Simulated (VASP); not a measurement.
**PbS: single point with PBE-based screened hybrid with 25 % exact exchange**

PbS:

```
Pb S
1.0
     4.08970    0.00000    0.00000
    -2.04485    3.54178    0.00000
     0.00000    0.00000    3.78817
Pb S
1 1
Direct
  0.00000 0.00000 0.00000
  0.66667 0.33333 0.50000
```

```yaml
Program: VASP 6.6.1
Task: single point
Functional: PBE-based screened hybrid with 25 % exact exchange
Potentials_or_basis: VASP PAW PBE potentials, release 64 (Pb_d, S)
Cutoff: 520 eV
k_mesh: 4 × 4 × 4
Occupations: fermi-dirac, width 0.05 eV
Spin: no spin polarisation
Dipole_correction: no
Grid_for_exact_exchange_PRECFOCK: Normal
Share_of_exact_exchange: 0.25
Further_INCAR_settings: ALGO = Normal; EDIFF = 1e-06; NBANDS = 17
Screening_parameter: 0.2 1/Å
```

- Pressure: -1.2 GPa
- Band gap on the k mesh: 0.65 eV (least direct gap 1.36 eV)

Stress tensor (GPa, compression positive):
```
-1.27  0.00  0.00
 0.00 -1.27  0.00
 0.00  0.00 -1.01
```

Levels at points of the mesh, in eV from the valence-band top:
```
           k point  band 6  band 7  band 8  band 9  band 10  band 11  band 12  band 13  band 14  band 15
(0.00, 0.00, 0.00)  -14.70   -6.94   -2.57   -2.04    -2.04     4.08     4.08     5.87     7.42     7.71
(0.50, 0.00, 0.00)  -13.54   -9.28   -3.14   -1.92    -1.49     2.39     4.56     6.01     6.10    11.97
(0.00, 0.00, 0.50)  -13.53   -9.85   -1.40   -1.40     0.00     1.36     4.53     4.53     8.99     8.99
(0.50, 0.00, 0.50)  -12.84   -8.00   -4.66   -4.54    -1.77     2.65     3.34     3.36     9.16    11.63
```

Run time: 11 min on 1 thread of AMD EPYC 7R43 64-Core Processor (Zen 3), on a shared host, peak memory 0.25 GiB.

Caveat: the k points lie up to 0.44 Å⁻¹ apart; the PAW data sets were made with another functional, which shifts forces and pressure a little; spin-orbit coupling is left out, which moves the levels of the heavy elements. A k mesh can miss the band edges.
